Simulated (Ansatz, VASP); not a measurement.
# Two plane-wave programs on Si2Ge

```
CELL_PARAMETERS angstrom
4.66612 0.00000 0.00000
-2.33306 4.04098 0.00000
0.00000 0.00000 5.24277
ATOMIC_POSITIONS crystal
Si 0.00000 0.00000 0.50000
Si 0.00000 0.00000 0.00000
Si 0.66667 0.33333 0.25000
Si 0.33333 0.66667 0.75000
Ge 0.66667 0.33333 0.75000
Ge 0.33333 0.66667 0.25000
```

Change from the starting cell: species swapped into the Mn2Ge type (P6_3/mmc, No. 194).

Alike in both runs: functional PBE; k mesh 4 × 4 × 3; occupations gaussian, width 0.2 eV; no spin polarisation.

Ansatz relaxed the structure, and its values are those at the end. VASP's run is a single point on that final structure, the one shown.

|  | VASP | Ansatz |
| --- | --- | --- |
| version | VASP 6.6.1 | Ansatz 0.2.0 |
| potentials or method | VASP PAW PBE potentials, release 64 (Si, Ge_d), cutoff 500 eV | scalar-relativistic, plane waves, PAW |
| valence electrons in the cell | 44 | 44 |

|  | VASP | Ansatz | Ansatz less VASP |
| --- | --- | --- | --- |
| gap on the k mesh at the Fermi level (eV) | none | none | - |
| pressure (GPa) | -0.3 | -0.2 | +0.03 |

A gap of «none» marks a metal or a gap that the smearing closes.

The k mesh is coarse, so the values compare programs but aren't converged.
